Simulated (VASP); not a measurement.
# Al16P16H (a cell with a defect) in VASP: single point with PBEsol

Aim: the single point of Al16P16H (a cell with a defect) with PBEsol.

All numbers are computed with VASP 6.6.1; they aren't measurements. Logs are shortened: lines on timing, memory, paths and dates and some standing lists are left out, and cuts for length are marked.

### 1 The cell of the first run

The cell holds a defect, 33 atoms: a = 9.476 Å, b = 9.476 Å, c = 9.476 Å, α = 109.47°, β = 109.47°, γ = 109.47°.

### 2 Single point, PBEsol

File INCAR:

```
SYSTEM = Al16P16H
PREC = Accurate
ENCUT = 520
EDIFF = 1E-7
ISMEAR = 0
SIGMA = 0.02
LREAL = Auto
LASPH = .True.
NELM = 80
ALGO = Normal
ISIF = 2
LWAVE = .False.
LCHARG = .False.
GGA = PS
NBANDS = 86
NELECT = 130.0
```

File KPOINTS:

```
Automatic mesh
0
Gamma
  2 2 2
  0.5 0.5 0.5
```

File POSCAR:

```
Al16P16H
1.0
   -5.4711284545      5.4711284545     -5.4711284545
    5.4711284545     -5.4711284545     -5.4711284545
   -5.4711284545     -5.4711284545      5.4711284545
Al P H
16 16 1
Direct
    0.4936205615      0.2489300903      0.2485304469
    0.2482613982      0.2488871375      0.4939722257
    0.0066922209      0.2448176845      0.7559411252
    0.7461107035      0.0002934495      0.2721816920
    0.7556233663      0.2446552866      0.0069464646
    0.5052929250      0.0003110876      0.5055798859
    0.2717946603      0.0003107220      0.7464429932
   -0.0003427081      0.7517122901      0.2453544111
    0.9682657872      1.0002759112      0.9685068709
    0.7622000716      0.7558297222      0.5114900926
    0.5112840108      0.7559604082      0.7625830822
    0.2569384016      0.5042565758      0.2572737072
    0.2449859314      0.7516814921     -0.0000803308
    0.0004709266      0.5003182657      0.5007116946
    0.7529444856      0.4962879272      0.7532820760
    0.5004685090      0.5003306946      0.0007435395
    0.4934898755      0.0003058784      0.2549693380
    0.2546891398      0.0002891542      0.4938611883
    0.0286499396      0.0003452670      0.7456899493
    0.7508520471      0.7472670463      0.2551234195
    0.7455613653      0.0003201351      0.0290920788
    0.5095895706      0.7530021520      0.5098921590
    0.2548193689      0.7472501393      0.7511106775
    0.0043814544      0.5039576429      0.2524403350
   -0.0052925096      0.7586714577     -0.0049311582
    0.7484896460      0.4965578898      0.5009939033
    0.5007183660      0.4966394086      0.7488114260
    0.2363060949      0.2418697552      0.2366757627
    0.2522150616      0.5040478437      0.0047475581
    0.0038741551      0.2533508419      0.5081246078
    0.7568868168      0.2475983723      0.7572049413
    0.5078653377      0.2533723183      0.0041497838
    0.8072927800      1.0002268354      0.8075149463
```

Potentials or basis: VASP PAW PBE potentials, release 64 (Al, P, H).

On the command line:

```sh
$ cat potpaw_PBE.64/Al/POTCAR potpaw_PBE.64/P/POTCAR potpaw_PBE.64/H/POTCAR > POTCAR
$ mpirun -np 1 vasp_std > vasp.out
```

OUTCAR:

```text
SYSTEM = Al16P16H
   PREC = Accurate
   ENCUT = 520
   EDIFF = 1E-7
   ISMEAR = 0
   LREAL = Auto
   LASPH = .True.
   NELM = 80
   ISIF = 2
   GGA = PS
   NELECT = 130.0

 ion  position               nearest neighbor table
   1  0.494  0.249  0.249-  17 2.38  32 2.38  28 2.38  26 2.39
   2  0.248  0.249  0.494-  18 2.38  30 2.38  28 2.38  27 2.39
   3  0.007  0.245  0.756-  19 2.37  30 2.37  31 2.38  29 2.38
   4  0.746  0.000  0.272-  21 2.30  17 2.34  20 2.37  30 2.37
   5  0.756  0.245  0.007-  21 2.37  32 2.37  31 2.38  24 2.38
   6  0.505  0.000  0.506-  17 2.34  18 2.34  31 2.37  22 2.37
   7  0.272  0.000  0.746-  19 2.30  18 2.34  32 2.37  23 2.37
   8  1.000  0.752  0.245-  18 2.38  20 2.38  25 2.38  24 2.39
   9  0.968  0.000  0.969-  33 1.76  21 2.36  19 2.36  28 2.47  25 2.47
  10  0.762  0.756  0.511-  19 2.37  20 2.37  22 2.38  26 2.38
  11  0.511  0.756  0.763-  21 2.37  23 2.37  22 2.38  27 2.38
  12  0.257  0.504  0.257-  28 2.36  24 2.38  29 2.38  22 2.38
  13  0.245  0.752  1.000-  17 2.38  23 2.38  25 2.38  29 2.39
  14  0.000  0.500  0.501-  23 2.38  30 2.38  24 2.38  26 2.38
  15  0.753  0.496  0.753-  25 2.36  27 2.38  26 2.38  31 2.38
[... 15 lines left out ...]
  31  0.757  0.248  0.757-   6 2.37   5 2.38   3 2.38  15 2.38
  32  0.508  0.253  0.004-   7 2.37   5 2.37  16 2.38   1 2.38
  33  0.807  0.000  0.808-   9 1.76

  LATTYP: Found a body centered cubic cell.
 ALAT       =    10.9422569090

  Lattice vectors:

 A1 = (  -5.4711284545,   5.4711284545,  -5.4711284545)
 A2 = (   5.4711284545,  -5.4711284545,  -5.4711284545)
 A3 = (  -5.4711284545,  -5.4711284545,   5.4711284545)

Analysis of symmetry for initial positions (statically):
=====================================================================
 Subroutine PRICEL returns:
 Original cell was already a primitive cell.

 Routine SETGRP: Setting up the symmetry group for a
 body centered cubic supercell.

 Subroutine GETGRP returns: Found  1 space group operations
 (whereof  1 operations were pure point group operations)
 out of a pool of 48 trial point group operations.

The static configuration has the point symmetry C_1 .

Analysis of symmetry for dynamics (positions and initial velocities):
=====================================================================
 Subroutine PRICEL returns:
 Original cell was already a primitive cell.

 Routine SETGRP: Setting up the symmetry group for a
 body centered cubic supercell.

 Subroutine GETGRP returns: Found  1 space group operations
 (whereof  1 operations were pure point group operations)
[... 149 lines left out ...]
   ISIF   =      2    stress and relaxation
   ISYM   =      2    0-nonsym 1-usesym 2-fastsym
   POTIM  = 0.5000    time-step for ionic-motion
   TEBEG  =    0.0;   TEEND  =   0.0 temperature during run
   PSTRESS=    0.0 pullay stress
   NELECT =     130.0000    total number of electrons
   NUPDOWN=      -1.0000    fix difference up-down
   EMIN   =  10.00;   EMAX   =-10.00  energy-range for DOS
   EFERMI =   0.00;   METHOD = LEGACY
   ISMEAR =     0;   SIGMA  =   0.02  broadening in eV -4-tet -1-fermi 0-gaus
   EFERMI_NEDOS =   21; number of points for ismear=-14 and -15
   IALGO  =     38    algorithm
   IMIX   =      4    mixing-type and parameters
     AMIX     =   0.40;   BMIX     =  1.00
     AMIX_MAG =   1.60;   BMIX_MAG =  1.00
  volume/ion in A,a.u.               =      19.85       133.96
  Fermi-wavevector in a.u.,A,eV,Ry     =   0.954903  1.804504 12.406320  0.911839
  Thomas-Fermi vector in A             =   2.083691
   LORBIT       =      0    0 simple, 1 ext, 2 COOP (PROOUT), +10 PAW based schemes
   GGA     = PS    functional components
   LHFCALC =     F    Hartree Fock is set to
   AEXX    =    0.0000 exact exchange contribution
   IVDW    =     0    specifies the selected vdW correction
   LEPSILON=     F    determine dielectric tensor
   LRPA    =     F    only Hartree local field effects (RPA)
 non-spin polarized calculation
 Gauss-broadening in eV      SIGMA  =   0.02
  energy-cutoff  :      520.00
  volume of cell :      655.07
 maximum number of plane-waves:     17628
 NGX is ok and might be reduce to    70
   NGX = 35   NGY = 35   NGZ = 35

 number of electron     130.0000001 magnetization

 Free energy of the ion-electron system (eV)
  ---------------------------------------------------
  ext. energy  EPLUGINS =         0.00000000
  ---------------------------------------------------
  free energy    TOTEN  =      -171.42253534 eV

  energy without entropy =     -171.42253534  energy(sigma->0) =     -171.42253534

 E-fermi :   5.6431     XC(G=0):  -9.4063

 val. band max:        5.5284905300   @ k =   0.2500   0.2500  -0.2500
 cond. band min:       6.2910770547   @ k =   0.2500   0.2500  -0.2500
 fundamental gap:      0.7625865247
 Fermi energy:         5.6430516902

 k-point     1 :       0.2500    0.2500    0.2500
  band No.  band energies     occupation
      1      -6.4066      2.00000
      2      -6.3773      2.00000
      3      -6.3546      2.00000
      4      -6.3281      2.00000
      5      -5.1318      2.00000
      6      -5.1080      2.00000
[... 309 lines left out ...]
     76       8.0948      0.00000
     77       8.1086      0.00000
 [bands above 77 left out]

------------------------ aborting loop because EDIFF is reached ----------------------------------------

  FORCE on cell =-STRESS in cart. coord.  units (eV):
  Direction    XX          YY          ZZ          XY          YZ          ZX
  --------------------------------------------------------------------------------------
  -------------------------------------------------------------------------------------
  Total        5.2256984     11.7710901     11.7706051      0.0105947     -6.3774628     -0.0005752
  in kB       12.7809813     28.7896604     28.7884741      0.0259124    -15.5979596     -0.0014069
  external PRESSURE =      23.4530386 kB  Pullay stress =       0.0000000 kB

 VOLUME and BASIS-vectors are now :
 -----------------------------------------------------------------------------
  energy-cutoff  :      520.00
  volume of cell :      655.07
      direct lattice vectors                 reciprocal lattice vectors
    -5.471128454  5.471128454 -5.471128454    -0.091388825  0.000000000 -0.091388825
     5.471128454 -5.471128454 -5.471128454     0.000000000 -0.091388825 -0.091388825
    -5.471128454 -5.471128454  5.471128454    -0.091388825 -0.091388825  0.000000000

 POSITION                                       TOTAL-FORCE (eV/Angst)
 -----------------------------------------------------------------------------------
     -2.69847     -0.02101     -2.70285         0.000756     -0.000554     -0.001163
     -2.69916     -2.70601     -0.01738         0.000819     -0.001531     -0.003169
     -2.83304     -5.43867      2.75981        -0.005111     -0.000528      0.007776
     -5.56960      2.59132     -2.59453         0.007719     -0.005614      0.004947
     -2.83358      2.75757     -5.43465        -0.006125      0.004469      0.000400
     -5.52891     -0.00327     -0.00013        -0.013503     -0.000488      0.000906
[... 25 lines left out ...]
     -1.41507      1.36966     -4.14213        -0.005210     -0.002023      0.002015
     -8.83358     -0.00246     -0.00003         0.028399     -0.001924      0.003045
 -----------------------------------------------------------------------------------
    total drift:                                0.007385      0.008062      0.010693

  FREE ENERGIE OF THE ION-ELECTRON SYSTEM (eV)
  ---------------------------------------------------
  free  energy   TOTEN  =      -171.4225353354 eV

  energy  without entropy=     -171.4225353354  energy(sigma->0) =     -171.42253534
```

Wall time 4.1 min (1 thread of Intel Xeon 6975P-C (Granite Rapids), shared host); peak memory 0.73 GiB.

What came out:

- Free energy: -171.4225 eV
- Largest force: 0.029 eV/Å

Forces on the atoms (eV/Å):
```
Al   0.001 -0.001 -0.001
Al   0.001 -0.002 -0.003
Al  -0.005 -0.001  0.008
Al   0.008 -0.006  0.005
Al  -0.006  0.004  0.000
Al  -0.014  0.000  0.001
Al   0.004  0.004 -0.004
Al  -0.001  0.002  0.003
Al  -0.015  0.000  0.000
Al  -0.007 -0.007 -0.001
Al  -0.008  0.000 -0.007
Al   0.005 -0.003 -0.003
Al   0.000  0.001  0.001
Al   0.004  0.003  0.002
Al   0.006  0.001  0.001
Al   0.005  0.002  0.001
P   -0.003  0.006 -0.007
P   -0.002 -0.004  0.003
P   -0.004 -0.001  0.005
P   -0.001  0.003  0.002
P    0.005  0.004 -0.002
P    0.001  0.001  0.001
P   -0.002 -0.003  0.002
P    0.003 -0.003 -0.004
P    0.002  0.000 -0.006
P    0.000 -0.002  0.002
P    0.004  0.003  0.001
P    0.000  0.003 -0.002
P   -0.001 -0.001  0.000
P   -0.003 -0.003 -0.002
P    0.000  0.001  0.000
P   -0.005 -0.002  0.002
H    0.028 -0.002  0.003
```

Levels at points of the mesh, in eV from the Fermi level:
```
           k point  band 61  band 62  band 63  band 64  band 65  band 66  band 67  band 68  band 69  band 70
(0.25, 0.25, 0.25)    -1.57    -1.53    -1.52    -1.51    -0.41     1.27     1.32     1.39     1.48     1.48
```

Caveat: the cell carries a net charge on a neutralising background, which shifts energy and pressure; the cell is charged against a uniform background, so pressure and absolute levels hang on convention; the PAW data sets were made with another functional, which shifts forces and pressure a little.
